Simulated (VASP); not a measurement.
# Si4BW (P1) in VASP: relaxation of cell and atoms with PBE

Aim: the relaxation of cell and atoms of Si4BW with PBE.

All numbers are computed with VASP 6.6.1; they aren't measurements. Logs are shortened: lines on timing, memory, paths and dates and some standing lists are left out, and cuts for length are marked.

**1. The cell of the first run**

The typed cell holds 12 atoms: a = 2.771 Å, b = 5.626 Å, c = 11.214 Å, α = 90.46°, β = 90.40°, γ = 90.12°.

**2. Relaxation of cell and atoms, PBE**

The input, INCAR:

```
SYSTEM = Si4BW
ALGO = Fast
EDIFF = 1E-6
EDIFFG = -0.04
ENCUT = 600
GGA = PE
IBRION = 2
ISIF = 3
ISMEAR = 0
LASPH = .True.
LCHARG = .False.
LREAL = .False.
LWAVE = .False.
NELM = 100
NSW = 90
PREC = Accurate
SIGMA = 0.1
```

The input, KPOINTS:

```
k-points
0
Gamma
  6 4 2
  0 0 0
```

The input, POSCAR:

```
Si4BW
1.0
    2.7708504764      0.0000000000      0.0000000000
   -0.0114949815      5.6263747087      0.0000000000
   -0.0790829355     -0.0893381736     11.2135352367
Si B W
8 2 2
Direct
    0.0069048071      0.1635547665      0.8212562611
    0.9957820153      0.1582114180      0.3256264024
    0.0002160293      0.8344229481      0.6828491755
    0.0059233072      0.8497158597      0.1726526343
    0.0092400802      0.3661033294      0.5778626200
    0.0042128087      0.3478606832      0.0749653510
    0.9991238364      0.6214380311      0.9294483027
    0.9937106801      0.6615004973      0.4173153736
    0.9845097314      0.4983353535      0.7517832992
    0.0013733320      0.5025700697      0.2455785973
    0.5003086541      0.0066025999      0.5074338611
    0.4986947183      0.9896844435      0.9932281219
```

Potentials or basis: VASP PAW PBE potentials, release 64 (Si, B, W_sv).

Run with:

```
$ cat potpaw_PBE.64/Si/POTCAR potpaw_PBE.64/B/POTCAR potpaw_PBE.64/W_sv/POTCAR > POTCAR
$ mpirun -np 1 vasp_std > vasp.out
```

OUTCAR:

```text
SYSTEM = Si4BW
   EDIFF = 1E-6
   EDIFFG = -0.04
   ENCUT = 600
   GGA = PE
   IBRION = 2
   ISIF = 3
   ISMEAR = 0
   LASPH = .True.
   LREAL = .False.
   NELM = 100
   NSW = 90
   PREC = Accurate

 ion  position               nearest neighbor table
   1  0.007  0.164  0.821-   9 2.04   3 2.41  12 2.56  12 2.59   7 2.84   5 2.97   6 3.02
   2  0.996  0.158  0.326-  10 2.14   4 2.43  11 2.61  11 2.61   8 2.99   8 3.00   6 3.01   5 3.05

   3  0.000  0.834  0.683-   9 2.05   1 2.41  11 2.59  11 2.61   5 2.88   7 3.02   8 3.13
   4  0.006  0.850  0.173-  10 2.12   2 2.43  12 2.57  12 2.58   8 2.95   7 3.01   6 3.02   6 3.02

   5  0.009  0.366  0.578-   9 2.08   8 2.46  11 2.56  11 2.58   3 2.88   1 2.97   2 3.05
   6  0.004  0.348  0.075-  10 2.10   7 2.25  12 2.60  12 2.61   2 3.01   4 3.02   1 3.02   4 3.02

   7  0.999  0.621  0.929-   9 2.10   6 2.25  12 2.58  12 2.59   1 2.84   4 3.01   3 3.02
   8  0.994  0.662  0.417-  10 2.12   5 2.46  11 2.58  11 2.59   4 2.95   2 2.99   2 3.00   3 3.13

   9  0.985  0.498  0.752-   1 2.04   3 2.05   5 2.08   7 2.10
  10  0.001  0.503  0.246-   6 2.10   8 2.12   4 2.12   2 2.14
  11  0.500  0.007  0.507-   5 2.56   5 2.58   8 2.58   8 2.59   3 2.59   3 2.61   2 2.61   2 2.61

  12  0.499  0.990  0.993-   1 2.56   4 2.57   4 2.58   7 2.58   1 2.59   7 2.59   6 2.60   6 2.61

  LATTYP: Found a triclinic cell.
 ALAT       =    12.4736341704
 B/A-ratio  =     0.2221365833
 C/A-ratio  =     0.4510623267
 COS(alpha) =     0.0020430487
 COS(beta)  =     0.0080568646
 COS(gamma) =     0.4379331591

  Lattice vectors:

 A1 = (  -5.4626180173,   0.0893381736, -11.2135352367)
 A2 = (  -2.7708504764,   0.0000000000,   0.0000000000)
 A3 = (  -0.0114949815,   5.6263747087,   0.0000000000)

Analysis of symmetry for initial positions (statically):
=====================================================================
 Subroutine PRICEL returns:
 Original cell was already a primitive cell.

 Routine SETGRP: Setting up the symmetry group for a
 triclinic supercell.

 Subroutine GETGRP returns: Found  1 space group operations
 (whereof  1 operations were pure point group operations)
 out of a pool of  2 trial point group operations.

The static configuration has the point symmetry C_1 .

Analysis of symmetry for dynamics (positions and initial velocities):
=====================================================================
 Subroutine PRICEL returns:
 Original cell was already a primitive cell.

 Routine SETGRP: Setting up the symmetry group for a
 triclinic supercell.

 Subroutine GETGRP returns: Found  1 space group operations
 (whereof  1 operations were pure point group operations)
 out of a pool of  2 trial point group operations.

The dynamic configuration has the point symmetry C_1 .

 Subroutine INISYM returns: Found  1 space group operations
 (whereof  1 operations are pure point group operations),
 and found     1 'primitive' translations

----------------------------------------------------------------------------------------

                                     Primitive cell

  volume of cell :     174.8173

  direct lattice vectors                    reciprocal lattice vectors
     2.770850476  0.000000000  0.000000000     0.360900023  0.000737338  0.002551105
    -0.011494981  5.626374709  0.000000000     0.000000000  0.177734341  0.001416009
    -0.079082936 -0.089338174 11.213535237     0.000000000  0.000000000  0.089177942

  length of vectors
     2.770850476  5.626386451 11.214169961     0.360909792  0.177739981  0.089177942

  position of ions in fractional coordinates (direct lattice)
     0.006904807  0.163554766  0.821256261
     0.995782015  0.158211418  0.325626402
     0.000216029  0.834422948  0.682849176
     0.005923307  0.849715860  0.172652634
     0.009240080  0.366103329  0.577862620
     0.004212809  0.347860683  0.074965351
     0.999123836  0.621438031  0.929448303
     0.993710680  0.661500497  0.417315374
     0.984509731  0.498335354  0.751783299
     0.001373332  0.502570070  0.245578597
     0.500308654  0.006602600  0.507433861
     0.498694718  0.989684444  0.993228122

[... 34 lines left out ...]
     0.000000000  0.000000000  0.000000000

 Subroutine IBZKPT returns following result:
 ===========================================

 Found     28 irreducible k-points:

 Following reciprocal coordinates:
            Coordinates               Weight
  0.000000  0.000000  0.000000      1.000000
  0.166667  0.000000  0.000000      2.000000
  0.333333  0.000000  0.000000      2.000000
  0.500000  0.000000  0.000000      1.000000
  0.000000  0.250000  0.000000      2.000000
  0.166667  0.250000 -0.000000      2.000000
[... 16 lines left out ...]
 -0.333333  0.250000  0.500000      2.000000
 -0.166667  0.250000  0.500000      2.000000
 [... further k-points ...]
   k-points           NKPTS =     28   k-points in BZ     NKDIM =     28   number of bands    NBANDS=     40
   number of dos      NEDOS =    301   number of ions     NIONS =     12
   total plane-waves  NPLWV = 103680
   dimension x,y,z NGX =    24 NGY =   48 NGZ =   90
   dimension x,y,z NGXF=    48 NGYF=   96 NGZF=  180
   ions per type =               8   2   2
   NGX,Y,Z   is equivalent  to a cutoff of  14.40, 14.18, 13.34 a.u.
   NGXF,Y,Z  is equivalent  to a cutoff of  28.80, 28.37, 26.68 a.u.
 SYSTEM =  Si4BW
   PREC   = accura    normal or accurate (medium, high low for compatibility)
   ISTART =      0    job   : 0-new  1-cont  2-samecut
   ICHARG =      2    charge: 1-file 2-atom 10-const
   ISPIN  =      1    spin polarized calculation?
   LNONCOLLINEAR =      F non collinear calculations
   LSORBIT =      F    spin-orbit coupling
   LASPH  =      T    aspherical Exc in radial PAW
   ENCUT  =  600.0 eV  44.10 Ry    6.64 a.u.   5.53 11.24 22.40*2*pi/ulx,y,z
   NELM   =    100;   NELMIN=  2; NELMDL= -5     # of ELM steps
   EDIFF  = 0.1E-05   stopping-criterion for ELM
   LREAL  =      F    real-space projection
   EDIFFG = -.4E-01   stopping-criterion for IOM
   NSW    =     90    number of steps for IOM
   IBRION =      2    ionic relax: 0-MD 1-quasi-New 2-CG
   NFREE  =      1    steps in history (QN), initial steepest desc. (CG)
   ISIF   =      3    stress and relaxation
   ISYM   =      2    0-nonsym 1-usesym 2-fastsym
   POTIM  = 0.5000    time-step for ionic-motion
   TEBEG  =    0.0;   TEEND  =   0.0 temperature during run
   PSTRESS=    0.0 pullay stress
   NELECT =      66.0000    total number of electrons
   NUPDOWN=      -1.0000    fix difference up-down
   EMIN   =  10.00;   EMAX   =-10.00  energy-range for DOS
   EFERMI =   0.00;   METHOD = LEGACY
   ISMEAR =     0;   SIGMA  =   0.10  broadening in eV -4-tet -1-fermi 0-gaus
   EFERMI_NEDOS =   21; number of points for ismear=-14 and -15
   IALGO  =     68    algorithm
   IMIX   =      4    mixing-type and parameters
     AMIX     =   0.40;   BMIX     =  1.00
     AMIX_MAG =   1.60;   BMIX_MAG =  1.00
  volume/ion in A,a.u.               =      14.57        98.31
  Fermi-wavevector in a.u.,A,eV,Ry     =   1.183209  2.235940 19.047925  1.399983
  Thomas-Fermi vector in A             =   2.319448
   LORBIT       =      0    0 simple, 1 ext, 2 COOP (PROOUT), +10 PAW based schemes
   GGA     = PE    functional components
   LHFCALC =     F    Hartree Fock is set to
   AEXX    =    0.0000 exact exchange contribution
   IVDW    =     0    specifies the selected vdW correction
   LEPSILON=     F    determine dielectric tensor
   LRPA    =     F    only Hartree local field effects (RPA)
 conjugate gradient relaxation of ions
 non-spin polarized calculation
 RMM-DIIS sequential band-by-band and
 Gauss-broadening in eV      SIGMA  =   0.10
  energy-cutoff  :      600.00
  volume of cell :      174.82
 maximum number of plane-waves:      5864
 NGX is ok and might be reduce to    24
   NGX = 11   NGY = 23   NGZ = 45

--------------------------------------- Ionic step        1  -------------------------------------------

 number of electron      66.0000001 magnetization

 Free energy of the ion-electron system (eV)
  ---------------------------------------------------
  ext. energy  EPLUGINS =         0.00000000
  ---------------------------------------------------
  free energy    TOTEN  =       -79.30159719 eV

  energy without entropy =      -79.26830760  energy(sigma->0) =      -79.28495239

------------------------ aborting loop because EDIFF is reached ----------------------------------------

  FORCE on cell =-STRESS in cart. coord.  units (eV):
  Direction    XX          YY          ZZ          XY          YZ          ZX
  --------------------------------------------------------------------------------------
  -------------------------------------------------------------------------------------
  Total       -6.3763263      1.4147208     -0.0153664      0.0369835     -0.3189030      0.5867463
  in kB      -58.4381991     12.9657318     -0.1408311      0.3389491     -2.9227042      5.3774532
  external PRESSURE =     -15.2044328 kB  Pullay stress =       0.0000000 kB
[... 119 lines left out ...]
  FREE ENERGIE OF THE ION-ELECTRON SYSTEM (eV)
  ---------------------------------------------------
  free  energy   TOTEN  =       -79.5347620921 eV

  energy  without entropy=      -79.5106154291  energy(sigma->0) =      -79.52268876

[... ionic steps 4 to 13 ...]

--------------------------------------- Ionic step       14  -------------------------------------------

 number of electron      66.0000003 magnetization

------------------------ aborting loop because EDIFF is reached ----------------------------------------
[... 87 lines left out ...]
--------------------------------------- Ionic step       16  -------------------------------------------

 number of electron      66.0000002 magnetization

 Free energy of the ion-electron system (eV)
  ---------------------------------------------------
  ext. energy  EPLUGINS =         0.00000000
  ---------------------------------------------------
  free energy    TOTEN  =       -79.66688293 eV

  energy without entropy =      -79.64278075  energy(sigma->0) =      -79.65483184

 E-fermi :   8.9376     XC(G=0): -11.3235

 val. band max:        8.9337560715   @ k =   0.3333   0.0000   0.0000
 cond. band min:       8.9404168726   @ k =   0.1667   0.2500   0.5000
 fundamental gap:      0.0066608012
 Fermi energy:         8.9375921740

 k-point     1 :       0.0000    0.0000    0.0000
  band No.  band energies     occupation
      1     -64.6704      2.00000
      2     -64.6702      2.00000
      3     -28.9839      2.00000
      4     -28.9837      2.00000
      5     -28.9833      2.00000
      6     -28.9831      2.00000
[... 1021 lines left out ...]
     39      11.7769      0.00000
     40      11.7800      0.00000

 [... further k-points ...]

------------------------ aborting loop because EDIFF is reached ----------------------------------------

  FORCE on cell =-STRESS in cart. coord.  units (eV):
  Direction    XX          YY          ZZ          XY          YZ          ZX
  --------------------------------------------------------------------------------------
  -------------------------------------------------------------------------------------
  Total       -0.0965502     -0.0381997     -0.0797934     -0.0010930      0.0224067     -0.0034123
  in kB       -0.8966785     -0.3547673     -0.7410544     -0.0101509      0.2080947     -0.0316910
  external PRESSURE =      -0.6641667 kB  Pullay stress =       0.0000000 kB
[... 27 lines left out ...]
  FREE ENERGIE OF THE ION-ELECTRON SYSTEM (eV)
  ---------------------------------------------------
  free  energy   TOTEN  =       -79.6668829331 eV

  energy  without entropy=      -79.6427807453  energy(sigma->0) =      -79.65483184

 reached required accuracy - stopping structural energy minimisation
```

Wall time 67 min (1 thread of Oxide Virtual Turin-like, shared host); peak memory 0.44 GiB.

What came out:

- Free energy: -79.6669 eV
- Relaxed volume: 14.38 Å³/atom
- Relaxed cell: a = 2.675 Å, b = 5.679 Å, c = 11.358 Å, α = 90.01°, β = 90.00°, γ = 90.00°
- Space group after relaxing (to 0.1 Å): P4/m (No. 83)
- Energy gained by relaxing: 30.4 meV/atom
- Ionic steps: 16
- Pressure after relaxing: -0.1 GPa
- Largest force after relaxing: 0.021 eV/Å
- Band gap on the k mesh: zero (bands 33 and 34 overlap by 3.21 eV)

Forces in eV/Å, atoms in the order of the input:
```
Si   0.001  0.005 -0.003
Si   0.000 -0.006  0.017
Si   0.004 -0.011  0.010
Si  -0.003  0.006 -0.020
Si   0.003 -0.016  0.010
Si  -0.005  0.006  0.002
Si   0.003 -0.003 -0.001
Si   0.001  0.011 -0.012
B   -0.004  0.017 -0.001
B   -0.001 -0.013 -0.003
W    0.001 -0.006 -0.001
W    0.001  0.011  0.001
```

Step by step:
```
step  energy change (eV)  largest force (eV/Å)  pressure (GPa)  volume (Å³)
   1              0.0000                1.4599           -1.52       174.82
   2             -0.2275                0.5118            1.16       171.29
   3             -0.2332                0.5724            1.81       170.61
   4             -0.2980                0.5337           -0.95       173.44
   5             -0.2983                0.5335           -0.79       173.25
   6             -0.3366                0.2763            0.08       172.32
   7             -0.3410                0.3033            0.51       171.88
   8             -0.3535                0.2007           -0.39       172.82
   9             -0.3544                0.2013           -0.67       173.14
  10             -0.3615                0.1408            0.24       172.17
  11             -0.3615                0.1385            0.22       172.22
  12             -0.3637                0.0604           -0.05       172.51
  13             -0.3639                0.0625           -0.17       172.64
  14             -0.3648                0.0530            0.10       172.36
  15             -0.3648                0.0529            0.11       172.35
  16             -0.3653                0.0212           -0.07       172.52
```

Final structure:
```xyz
12
Lattice="2.6747 0.0026 0.0093 -0.0058 5.6786 0.0223 -0.0393 -0.0466 11.3579" Properties=species:S:1:pos:R:3 pbc="T T T"
Si   -0.0329    0.8340    9.3351
Si    2.6609    0.8658    3.6632
Si    2.6414    4.7747    7.7322
Si   -0.0101    4.7952    2.0485
Si    2.6482    2.0045    6.5708
Si   -0.0028    2.0218    0.8825
Si    2.6346    3.6097   10.5056
Si    2.6532    3.6354    4.8292
B    -0.0319    2.8019    8.5295
B    -0.0119    2.8299    2.8508
W     1.3169   -0.0198    5.6825
W     1.3322    5.6772    0.0279
```

Caveat: the k points lie up to 0.39 Å⁻¹ apart in the final cell, too coarse for converged energies and pressures of a metal; spin-orbit coupling is left out, which moves the levels of the heavy elements.
